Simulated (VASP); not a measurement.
# Hf (P6_3/mmc) in VASP: notebook

Runs on Hf. Level: PBEsol. Tasks: single point, relaxation of volume and atoms at fixed shape.

All numbers are computed with VASP 6.6.1; they aren't measurements. Logs are shortened: lines on timing, memory, paths and dates and some standing lists are left out, and cuts for length are marked.

### 1 The cell of the first run

The structure is hexagonal, space group P6_3/mmc (No. 194). Conventional cell: a = 3.161 Å, b = 3.161 Å, c = 5.002 Å, α = 90.00°, β = 90.00°, γ = 120.00°. Within 4.1 Å of Hf (site symmetry -6m2) lie 12 Hf at 3.10 to 3.16 Å.

### 2 Single point, PBEsol

The input, INCAR:

```
SYSTEM = Hf
PREC = Accurate
ENCUT = 520
EDIFF = 1E-6
ISMEAR = 0
SIGMA = 0.1
LREAL = .False.
LASPH = .True.
NELM = 100
ALGO = Normal
ISIF = 2
LWAVE = .False.
LCHARG = .False.
GGA = PS
NBANDS = 17
```

The input, KPOINTS:

```
regular mesh
0
Gamma
  8 8 5
  0 0 0
```

The input, POSCAR:

```
Hf
1.0
    3.1611944487      0.0000000000      0.0000000000
   -1.5805972244      2.7376746989      0.0000000000
    0.0000000000      0.0000000000      5.0016233250
Hf
2
Direct
    0.3333333333      0.6666666667      0.2500000000
    0.6666666667      0.3333333333      0.7500000000
```

Potentials or basis: VASP PAW PBE potentials, release 64 (Hf_pv).

Launch:

```sh
cat potpaw_PBE.64/Hf_pv/POTCAR > POTCAR
mpirun -np 1 vasp_std > vasp.out
```

OUTCAR:

```text
SYSTEM = Hf
   PREC = Accurate
   ENCUT = 520
   EDIFF = 1E-6
   ISMEAR = 0
   LREAL = .False.
   LASPH = .True.
   NELM = 100
   ISIF = 2
   GGA = PS

 ion  position               nearest neighbor table
   1  0.333  0.667  0.250-   2 3.10   2 3.10   2 3.10   2 3.10   2 3.10   2 3.10
   2  0.667  0.333  0.750-   1 3.10   1 3.10   1 3.10   1 3.10   1 3.10   1 3.10

  LATTYP: Found a hexagonal cell.
 ALAT       =     3.1611944487
 C/A-ratio  =     1.5821941377

  Lattice vectors:

 A1 = (   3.1611944487,   0.0000000000,   0.0000000000)
 A2 = (  -1.5805972244,   2.7376746989,   0.0000000000)
 A3 = (   0.0000000000,   0.0000000000,   5.0016233250)

Analysis of symmetry for initial positions (statically):
=====================================================================
 Subroutine PRICEL returns:
 Original cell was already a primitive cell.

 Routine SETGRP: Setting up the symmetry group for a
 hexagonal supercell.

 Subroutine GETGRP returns: Found 24 space group operations
 (whereof 12 operations were pure point group operations)
 out of a pool of 24 trial point group operations.

The static configuration has the point symmetry D_3d.
 The point group associated with its full space group is D_6h.

Analysis of symmetry for dynamics (positions and initial velocities):
=====================================================================
 Subroutine PRICEL returns:
 Original cell was already a primitive cell.

 Routine SETGRP: Setting up the symmetry group for a
 hexagonal supercell.

 Subroutine GETGRP returns: Found 24 space group operations
 (whereof 12 operations were pure point group operations)
 out of a pool of 24 trial point group operations.

The dynamic configuration has the point symmetry D_3d.
 The point group associated with its full space group is D_6h.

 Subroutine INISYM returns: Found 24 space group operations
 (whereof 12 operations are pure point group operations),
 and found     1 'primitive' translations

----------------------------------------------------------------------------------------

                                     Primitive cell

  volume of cell :      43.2857

  direct lattice vectors                    reciprocal lattice vectors
     3.161194449  0.000000000  0.000000000     0.316336124  0.182636747  0.000000000
    -1.580597224  2.737674699  0.000000000     0.000000000  0.365273493  0.000000000
     0.000000000  0.000000000  5.001623325     0.000000000  0.000000000  0.199935088

  length of vectors
     3.161194449  3.161194449  5.001623325     0.365273493  0.365273493  0.199935088

[... 75 lines left out ...]
   LNONCOLLINEAR =      F non collinear calculations
   LSORBIT =      F    spin-orbit coupling
   LASPH  =      T    aspherical Exc in radial PAW
   ENCUT  =  520.0 eV  38.22 Ry    6.18 a.u.   5.88  5.88  9.30*2*pi/ulx,y,z
   NELM   =    100;   NELMIN=  2; NELMDL= -5     # of ELM steps
   EDIFF  = 0.1E-05   stopping-criterion for ELM
   LREAL  =      F    real-space projection
   EDIFFG = 0.1E-04   stopping-criterion for IOM
   NSW    =      0    number of steps for IOM
   IBRION =     -1    ionic relax: 0-MD 1-quasi-New 2-CG
   NFREE  =      0    steps in history (QN), initial steepest desc. (CG)
   ISIF   =      2    stress and relaxation
   ISYM   =      2    0-nonsym 1-usesym 2-fastsym
   POTIM  = 0.5000    time-step for ionic-motion
   TEBEG  =    0.0;   TEEND  =   0.0 temperature during run
   PSTRESS=    0.0 pullay stress
   NELECT =      20.0000    total number of electrons
   NUPDOWN=      -1.0000    fix difference up-down
   EMIN   =  10.00;   EMAX   =-10.00  energy-range for DOS
   EFERMI =   0.00;   METHOD = LEGACY
   ISMEAR =     0;   SIGMA  =   0.10  broadening in eV -4-tet -1-fermi 0-gaus
   EFERMI_NEDOS =   21; number of points for ismear=-14 and -15
   IALGO  =     38    algorithm
   IMIX   =      4    mixing-type and parameters
     AMIX     =   0.40;   BMIX     =  1.00
     AMIX_MAG =   1.60;   BMIX_MAG =  1.00
  volume/ion in A,a.u.               =      21.64       146.05
  Fermi-wavevector in a.u.,A,eV,Ry     =   1.265620  2.391676 21.793746  1.601795
  Thomas-Fermi vector in A             =   2.398864
   LORBIT       =      0    0 simple, 1 ext, 2 COOP (PROOUT), +10 PAW based schemes
   GGA     = PS    functional components
   LHFCALC =     F    Hartree Fock is set to
   AEXX    =    0.0000 exact exchange contribution
   IVDW    =     0    specifies the selected vdW correction
   LEPSILON=     F    determine dielectric tensor
   LRPA    =     F    only Hartree local field effects (RPA)
 non-spin polarized calculation
 Gauss-broadening in eV      SIGMA  =   0.10
  energy-cutoff  :      520.00
  volume of cell :       43.29
 maximum number of plane-waves:      1180
 NGX is ok and might be reduce to    24
   NGX = 11   NGY = 11   NGZ = 19

 number of electron      19.9999996 magnetization

 Free energy of the ion-electron system (eV)
  ---------------------------------------------------
  ext. energy  EPLUGINS =         0.00000000
  ---------------------------------------------------
  free energy    TOTEN  =       -21.01320412 eV

  energy without entropy =      -21.00615221  energy(sigma->0) =      -21.00967817

 E-fermi :   5.0563     XC(G=0): -11.5438

 val. band max:        4.9633775022   @ k =   0.0000   0.0000   0.4000
 cond. band min:       5.1011471236   @ k =   0.2500   0.2500   0.4000
 fundamental gap:      0.1377696215
 Fermi energy:         5.0563000538

 k-point     1 :       0.0000    0.0000    0.0000
  band No.  band energies     occupation
      1     -26.0268      2.00000
      2     -25.1865      2.00000
      3     -25.1865      2.00000
      4     -25.0517      2.00000
      5     -25.0436      2.00000
      6     -25.0436      2.00000
[... 457 lines left out ...]
      4     -25.2788      2.00000
      5     -25.2402      2.00000
      6     -25.2080      2.00000
[... 9 lines left out ...]
     16      10.4339      0.00000
     17      11.0517      0.00000

 [... further k-points ...]
[... 5 lines left out ...]
  --------------------------------------------------------------------------------------
  -------------------------------------------------------------------------------------
  Total       -0.0849049     -0.0849049     -0.1132485      0.0000000      0.0000000      0.0000000
  in kB       -3.1426737     -3.1426737     -4.1917847      0.0000000      0.0000000      0.0000000
  external PRESSURE =      -3.4923774 kB  Pullay stress =       0.0000000 kB

 VOLUME and BASIS-vectors are now :
 -----------------------------------------------------------------------------
  energy-cutoff  :      520.00
  volume of cell :       43.29
      direct lattice vectors                 reciprocal lattice vectors
     3.161194449  0.000000000  0.000000000     0.316336124  0.182636747  0.000000000
    -1.580597224  2.737674699  0.000000000     0.000000000  0.365273493  0.000000000
     0.000000000  0.000000000  5.001623325     0.000000000  0.000000000  0.199935088

 POSITION                                       TOTAL-FORCE (eV/Angst)
 -----------------------------------------------------------------------------------
     -0.00000      1.82512      1.25041         0.000000     -0.000000      0.000000
      1.58060      0.91256      3.75122        -0.000000      0.000000      0.000000
 -----------------------------------------------------------------------------------
    total drift:                               -0.000000      0.000000     -0.000000

  FREE ENERGIE OF THE ION-ELECTRON SYSTEM (eV)
  ---------------------------------------------------
  free  energy   TOTEN  =       -21.0132041239 eV

  energy  without entropy=      -21.0061522123  energy(sigma->0) =      -21.00967817
```

Run time: 12 s. Hardware: 1 thread of Intel Xeon Platinum 8259CL at 2.50GHz (Skylake/Cascade Lake), shared host; peak memory 0.16 GiB.

What came out:

```
Free energy            : -21.0132 eV
Pressure               : -0.3 GPa
Band gap on the k mesh : zero (band 10 reaches 6.17 eV, above the bottom of band 11 at 4.71 eV)
```

Caveat: the PAW data sets were made with another functional, which shifts forces and pressure a little; spin-orbit coupling is left out, which moves the levels of the heavy elements.

### 3 Relaxation of volume and atoms at fixed shape, PBEsol

This run uses another cell than the first one, of 22.38 Å³/atom, 1.034 times its volume.

The input, INCAR:

```
SYSTEM = Hf
  PREC = Accurate
  ENCUT = 600
  EDIFF = 1E-7
  ISMEAR = 0
  SIGMA = 0.1
  LREAL = .False.
  LASPH = .True.
  NELM = 60
  ALGO = Normal
  ISIF = 8
  LWAVE = .False.
  LCHARG = .False.
  GGA = PS
  IBRION = 2
  NSW = 60
  EDIFFG = -0.03
```

The input, KPOINTS:

```
Automatic mesh
0
Gamma
  8 8 5
  0 0 0
```

The input, POSCAR:

```
Hf
1.0
    3.1967000000      0.0000000000      0.0000000000
   -1.5983500000      2.7684234083      0.0000000000
    0.0000000000      0.0000000000      5.0578000000
Hf
2
Direct
    0.3333333333      0.6666666667      0.2500000000
    0.6666666667      0.3333333333      0.7500000000
```

Potentials or basis: VASP PAW PBE potentials, release 64 (Hf_pv).

Launch:

```sh
cat potpaw_PBE.64/Hf_pv/POTCAR > POTCAR
mpirun -np 1 vasp_std > vasp.out
```

Wall time 43 s (1 thread of Intel Xeon Platinum 8259CL at 2.50GHz (Skylake/Cascade Lake), shared host); peak memory 0.19 GiB.

It converged, with:

```yaml
Free_energy: -21.0139 eV
Relaxed_volume: 21.58 Å³/atom
Relaxed_cell: a = 3.158 Å, b = 3.158 Å, c = 4.997 Å, α = 90.00°, β = 90.00°, γ = 120.00°
Space_group_after_relaxing_to_0.05_Å: P6_3/mmc (No. 194)
Energy_gained_by_relaxing: 10.3 meV/atom
Ionic_steps: 3
Pressure_after_relaxing: 0.0 GPa
Band_gap_on_the_k_mesh: zero (band 10 reaches 6.19 eV, above the bottom of band 11 at 4.73 eV)
```

The path:
| step | energy change (eV) | largest force (eV/Å) | pressure (GPa) | volume (Å³) |
| --- | --- | --- | --- | --- |
| 1 | 0.0000 | 0.0000 | -4.00 | 44.76 |
| 2 | 0.0120 | 0.0000 | 5.67 | 41.24 |
| 3 | -0.0206 | 0.0000 | -0.04 | 43.16 |

Final structure:
```
Hf
1.0
     3.15825    0.00000    0.00000
    -1.57912    2.73512    0.00000
     0.00000    0.00000    4.99696
Hf
2
Direct
  0.33333 0.66667 0.25000
  0.66667 0.33333 0.75000
```

Levels at points of the mesh, in eV from the Fermi level:
| k point | band 8 | band 9 | band 10 | band 11 | band 12 | band 13 |
| --- | --- | --- | --- | --- | --- | --- |
| (0.00, 0.00, 0.00) | -3.89 | 0.73 | 1.11 | 1.11 | 1.40 | 1.97 |
| (0.50, 0.00, 0.00) | -2.95 | -2.41 | -0.79 | 0.69 | 0.84 | 1.67 |

Caveat: the PAW data sets were made with another functional, which shifts forces and pressure a little; spin-orbit coupling is left out, which moves the levels of the heavy elements.
